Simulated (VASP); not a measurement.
# CsSr2TeO6 (R3) in VASP: single point with PBEsol

Aim: the single point of CsSr2TeO6 with PBEsol.

Program: VASP 6.6.1. These are calculated values, not measurements. Logs are shortened: lines on timing, memory, paths and dates and some standing lists are left out, and cuts for length are marked.

### 1 The cell of the first run

Symmetry: R3, No. 146, trigonal system. Conventional cell: a = 6.129 Å, b = 6.129 Å, c = 16.409 Å, α = 90.00°, β = 90.00°, γ = 120.00°. Within 3.2 Å of Sr (site symmetry 3) lie 6 O at 2.46 to 2.58 Å. Within 3.2 Å of Sr (site symmetry 3) lie 6 O at 2.40 to 2.62 Å. Within 3.8 Å of Cs (site symmetry 3) lie 12 O at 2.76 to 3.80 Å and 4 Sr at 3.55 to 3.75 Å. Within 2.6 Å of Te (site symmetry 3) lie 6 O at 1.94 to 1.95 Å. Within 2.9 Å of O (site symmetry 1) lie 1 Te at 1.95 Å and 2 Sr at 2.40 to 2.58 Å and 4 O at 2.61 to 2.87 Å and 1 Cs at 2.76 Å. Within 2.7 Å of O (site symmetry 1) lie 1 Te at 1.94 Å and 2 Sr at 2.46 to 2.62 Å and 1 O at 2.64 Å.

### 2 Single point, PBEsol

INCAR

```
SYSTEM = CsSr2TeO6
  PREC = Accurate
  ENCUT = 520
  EDIFF = 1E-7
  ISMEAR = 1
  SIGMA = 0.2311
  LREAL = .FALSE.
  LASPH = .TRUE.
  NELM = 60
  ALGO = Normal
  ISIF = 2
  LWAVE = .FALSE.
  LCHARG = .TRUE.
  GGA = PS
  LELF = .TRUE.
  LVHAR = .TRUE.
  NBANDS = 46
```

KPOINTS

```
Automatic mesh
0
G
  4 4 4
  0 0 0
```

POSCAR

```
CsSr2TeO6
1.0
    6.1289297644      0.0000002887      0.0000001868
   -3.0644651322      5.3078087296     -0.0000000934
   -3.0644651322      1.7692694803      5.4696629066
Sr Cs Te O
2 1 1 6
Direct
    0.2852303825      0.7147696175      0.8556911474
    0.8113694746      0.1886305254      0.4341084238
    1.0277632669     -0.0277632669      1.0832898008
    0.4886158505      0.5113841495      0.4658475515
    0.1424566978      0.3762884008      0.2389115665
    0.6237115992      0.5272567305      0.2389115665
    0.4727432695      0.8575433022      0.2389115665
    0.2901867406      0.4686147269      0.6501094589
    0.5313852731      0.1714625547      0.6501094589
    0.8285374453      0.7098132594      0.6501094589
```

Potentials or basis: VASP PAW PBE potentials, release 64 (Sr_sv, Cs_sv, Te, O).

Run with:

```console
$ cat potpaw_PBE.64/Sr_sv/POTCAR potpaw_PBE.64/Cs_sv/POTCAR potpaw_PBE.64/Te/POTCAR potpaw_PBE.64/O/POTCAR > POTCAR
$ mpirun -np 1 vasp_std > vasp.out
```

OUTCAR:

```text
SYSTEM = CsSr2TeO6
   PREC = Accurate
   ENCUT = 520
   EDIFF = 1E-7
   ISMEAR = 1
   LREAL = .FALSE.
   LASPH = .TRUE.
   NELM = 60
   ISIF = 2
   GGA = PS

 ion  position               nearest neighbor table
   1  0.285  0.715  0.856-   8 2.46   9 2.46  10 2.46   6 2.58   5 2.58   7 2.58   4 3.34   3 3.75
                             3 3.75   3 3.75   4 4.13   4 4.13   4 4.13   2 4.22   2 4.22   2 4.22
   2  0.811  0.189  0.434-   7 2.40   5 2.40   6 2.40   9 2.62   8 2.62  10 2.62   4 3.54   4 3.54
                             4 3.54   3 3.55   3 4.03   3 4.03   3 4.03   1 4.22   1 4.22   1 4.22
   3  0.028  0.972  0.083-   2 3.55   1 3.75   1 3.75   1 3.75   2 4.03   2 4.03   2 4.03
   4  0.489  0.511  0.466-   8 1.94  10 1.94   9 1.94   6 1.95   7 1.95   5 1.95   1 3.34   2 3.54
                             2 3.54   2 3.54   1 4.13   1 4.13   1 4.13
   5  0.142  0.376  0.239-   4 1.95   2 2.40   1 2.58
   6  0.624  0.527  0.239-   4 1.95   2 2.40   1 2.58
   7  0.473  0.858  0.239-   4 1.95   2 2.40   1 2.58
   8  0.290  0.469  0.650-   4 1.94   1 2.46   2 2.62
   9  0.531  0.171  0.650-   4 1.94   1 2.46   2 2.62
  10  0.829  0.710  0.650-   4 1.94   1 2.46   2 2.62

  LATTYP: Found a trigonal (rhomboedric) cell.
 ALAT       =     6.5144818176
 COS(alpha) =     0.5574324771

  Lattice vectors:

 A1 = (   0.0000000000,  -3.5385392493,   5.4696630000)
 A2 = (   3.0644646322,   1.7692697690,   5.4696630934)
 A3 = (  -3.0644651322,   1.7692694803,   5.4696629066)

Analysis of symmetry for initial positions (statically):
=====================================================================
 Subroutine PRICEL returns:
 Original cell was already a primitive cell.

 Routine SETGRP: Setting up the symmetry group for a
 trigonal (rhombohedral) supercell.

 Subroutine GETGRP returns: Found  3 space group operations
 (whereof  3 operations were pure point group operations)
 out of a pool of 12 trial point group operations.

The static configuration has the point symmetry C_3 .

Analysis of symmetry for dynamics (positions and initial velocities):
=====================================================================
 Subroutine PRICEL returns:
 Original cell was already a primitive cell.

 Routine SETGRP: Setting up the symmetry group for a
 trigonal (rhombohedral) supercell.

 Subroutine GETGRP returns: Found  3 space group operations
 (whereof  3 operations were pure point group operations)
 out of a pool of 12 trial point group operations.

[... 114 lines left out ...]
   TEBEG  =    0.0;   TEEND  =   0.0 temperature during run
   PSTRESS=    0.0 pullay stress
   NELECT =      71.0000    total number of electrons
   NUPDOWN=      -1.0000    fix difference up-down
   EMIN   =  10.00;   EMAX   =-10.00  energy-range for DOS
   EFERMI =   0.00;   METHOD = LEGACY
   ISMEAR =     1;   SIGMA  =   0.23  broadening in eV -4-tet -1-fermi 0-gaus
   EFERMI_NEDOS =   21; number of points for ismear=-14 and -15
   IALGO  =     38    algorithm
   IMIX   =      4    mixing-type and parameters
     AMIX     =   0.40;   BMIX     =  1.00
     AMIX_MAG =   1.60;   BMIX_MAG =  1.00
  volume/ion in A,a.u.               =      17.79       120.08
  Fermi-wavevector in a.u.,A,eV,Ry     =   1.205242  2.277576 19.763923  1.452607
  Thomas-Fermi vector in A             =   2.340944
   LORBIT       =      0    0 simple, 1 ext, 2 COOP (PROOUT), +10 PAW based schemes
   GGA     = PS    functional components
   LHFCALC =     F    Hartree Fock is set to
   AEXX    =    0.0000 exact exchange contribution
   IVDW    =     0    specifies the selected vdW correction
   LEPSILON=     F    determine dielectric tensor
   LRPA    =     F    only Hartree local field effects (RPA)
 non-spin polarized calculation
 Methfessel and Paxton  Order N= 1 SIGMA  =   0.23
  energy-cutoff  :      520.00
  volume of cell :      177.93
 maximum number of plane-waves:      4826
 NGX is ok and might be reduce to    48
   NGX = 23   NGY = 23   NGZ = 25

 number of electron      71.0000000 magnetization

 Free energy of the ion-electron system (eV)
  ---------------------------------------------------
  ext. energy  EPLUGINS =         0.00000000
  ---------------------------------------------------
  free energy    TOTEN  =       -58.05738388 eV

  energy without entropy =      -58.00075918  energy(sigma->0) =      -58.03850898

 E-fermi :   1.4585     XC(G=0):  -9.5910

 val. band max:        1.4569551114   @ k =   0.2500  -0.0000   0.2500
 cond. band min:       1.4616465686   @ k =   0.5000   0.5000  -0.0000
 fundamental gap:      0.0046914572
 Fermi energy:         1.4584570612

 k-point     1 :       0.0000    0.0000    0.0000
  band No.  band energies     occupation
      1     -30.7339      2.00000
      2     -30.5545      2.00000
      3     -18.1117      2.00000
      4     -17.0778      2.00000
      5     -15.4296      2.00000
      6     -15.3623      2.00000
[... 675 lines left out ...]
     45       9.6389      0.00000
     46       9.6389      0.00000

------------------------ aborting loop because EDIFF is reached ----------------------------------------

  FORCE on cell =-STRESS in cart. coord.  units (eV):
  Direction    XX          YY          ZZ          XY          YZ          ZX
  --------------------------------------------------------------------------------------
  -------------------------------------------------------------------------------------
  Total        0.9643775      0.9643775      1.0429016      0.0000000      0.0000000     -0.0000000
  in kB        8.6835474      8.6835474      9.3906020      0.0000001      0.0000000     -0.0000000
  external PRESSURE =       8.9192323 kB  Pullay stress =       0.0000000 kB

 VOLUME and BASIS-vectors are now :
 -----------------------------------------------------------------------------
  energy-cutoff  :      520.00
  volume of cell :      177.93
      direct lattice vectors                 reciprocal lattice vectors
     6.128929764  0.000000289  0.000000187     0.163160617  0.094200837  0.060942212
    -3.064465132  5.307808730 -0.000000093    -0.000000007  0.188401659 -0.060942207
    -3.064465132  1.769269480  5.469662907    -0.000000006 -0.000000000  0.182826620

 POSITION                                       TOTAL-FORCE (eV/Angst)
 -----------------------------------------------------------------------------------
     -3.06447      5.30781      4.68034         0.000000     -0.000000     -0.013696
      3.06446      1.76927      2.37443        -0.000000      0.000000      0.027000
     -3.06447      5.30781      0.45557         0.000000     -0.000000     -0.014266
     -0.00000      3.53854      2.54803         0.000000     -0.000000     -0.016109
     -1.01215      2.41997      1.30677         0.001455      0.001075     -0.019065
      1.47479      3.22128      1.30677        -0.001659      0.000723     -0.019065
     -0.46264      4.97437      1.30677         0.000203     -0.001798     -0.019065
     -1.64976      3.63754      3.55588        -0.022073     -0.006430      0.024755
      0.73914      2.06031      3.55588         0.016605     -0.015900      0.024755
      0.91061      4.91777      3.55588         0.005468      0.022330      0.024755
 -----------------------------------------------------------------------------------
    total drift:                               -0.000002      0.000002     -0.000378

  FREE ENERGIE OF THE ION-ELECTRON SYSTEM (eV)
  ---------------------------------------------------
  free  energy   TOTEN  =       -58.0573838795 eV

  energy  without entropy=      -58.0007591821  energy(sigma->0) =      -58.03850898
```

OSZICAR:

```text
N       E                     dE             d eps       ncg     rms          rms(c)
DAV:   1     0.483801194703E+03    0.48380E+03   -0.35705E+04  1288   0.142E+03
DAV:   2    -0.288079638240E+02   -0.51261E+03   -0.50050E+03  1680   0.319E+02
DAV:   3    -0.662649479717E+02   -0.37457E+02   -0.37125E+02  1840   0.862E+01
DAV:   4    -0.672309930450E+02   -0.96605E+00   -0.96422E+00  1888   0.121E+01
DAV:   5    -0.672762091789E+02   -0.45216E-01   -0.45211E-01  1698   0.177E+00    0.350E+01
DAV:   6    -0.580412622890E+02    0.92349E+01   -0.43418E+01  1454   0.288E+01    0.268E+01
DAV:   7    -0.581215316815E+02   -0.80269E-01   -0.40113E+00  1512   0.863E+00    0.117E+01
DAV:   8    -0.580644494616E+02    0.57082E-01   -0.38801E-01  1656   0.353E+00    0.312E+00
DAV:   9    -0.580637863769E+02    0.66308E-03   -0.21690E-01  1880   0.255E+00    0.135E+00
DAV:  10    -0.580526753595E+02    0.11111E-01   -0.75740E-02  1792   0.149E+00    0.420E-01
DAV:  11    -0.580567810746E+02   -0.41057E-02   -0.15786E-02  1528   0.604E-01    0.277E-01
DAV:  12    -0.580570135027E+02   -0.23243E-03   -0.12104E-03  1800   0.168E-01    0.243E-01
DAV:  13    -0.580571180779E+02   -0.10458E-03   -0.11169E-04  1608   0.521E-02    0.155E-01
DAV:  14    -0.580573791001E+02   -0.26102E-03   -0.34397E-04  1462   0.862E-02    0.321E-02
DAV:  15    -0.580573813836E+02   -0.22835E-05   -0.19419E-05  1976   0.182E-02    0.161E-02
DAV:  16    -0.580573825776E+02   -0.11940E-05   -0.54114E-06  1530   0.104E-02    0.450E-03
DAV:  17    -0.580573838263E+02   -0.12488E-05   -0.17643E-06  1496   0.596E-03    0.184E-03
DAV:  18    -0.580573838795E+02   -0.53170E-07   -0.91843E-08  1208   0.139E-03
   1 F= -.58057384E+02 E0= -.58038509E+02  d E =-.566247E-01
```

stdout:

```text
POSCAR found type information on POSCAR SrCsTeO
 POSCAR found :  4 types and      10 ions
 scaLAPACK will be used
 -----------------------------------------------------------------------------
|                                                                             |
|                                                                             |
|     You enforced a specific xc type in the INCAR file but a different       |
|     I HOPE YOU KNOW WHAT YOU ARE DOING!                                     |
|                                                                             |
 -----------------------------------------------------------------------------

 LDA part: xc-table for (Slater+PW92), standard interpolation
 POSCAR, INCAR and KPOINTS ok, starting setup
 FFT: planning ... GRIDC
 FFT: planning ... GRID_SOFT
 FFT: planning ... GRID
 WAVECAR not read
 entering main loop
```

It took 4.9 min on 1 thread of Oxide Virtual Turin-like, shared host; peak memory 0.36 GiB.

Results:

```
Free energy            : -58.0574 eV
Pressure               : 0.9 GPa
Largest force          : 0.034 eV/Å
Band gap on the k mesh : zero (an odd number of electrons rules out a gap without spin polarisation)
```

Forces in eV/Å, atoms in the order of the input:
```
Sr   0.000  0.000 -0.014
Sr   0.000  0.000  0.027
Cs   0.000  0.000 -0.014
Te   0.000  0.000 -0.016
O    0.001  0.001 -0.019
O   -0.002  0.001 -0.019
O    0.000 -0.002 -0.019
O   -0.022 -0.006  0.025
O    0.017 -0.016  0.025
O    0.005  0.022  0.025
```

Levels at points of the mesh, in eV from the Fermi level:
```csv
k point,band 33,band 34,band 35,band 36,band 37,band 38,band 39,band 40
"(0.00, 0.00, 0.00)",-0.68,-0.23,-0.23,-0.01,3.16,5.79,6.27,6.27
"(0.50, 0.00, 0.00)",-0.71,-0.24,-0.15,-0.05,4.07,5.70,5.77,6.31
"(0.50, 0.50, 0.00)",-0.63,-0.21,-0.15,0.00,4.06,5.76,5.99,6.31
"(0.00, 0.00, 0.50)",-0.78,-0.08,-0.08,0.05,3.95,6.04,6.22,6.22
```

Caveat: the PAW data sets were made with another functional, which shifts forces and pressure a little; spin-orbit coupling is left out, which moves the levels of the heavy elements; an odd number of electrons without spin polarisation forces a metal; a magnetic or distorted state may lie lower.
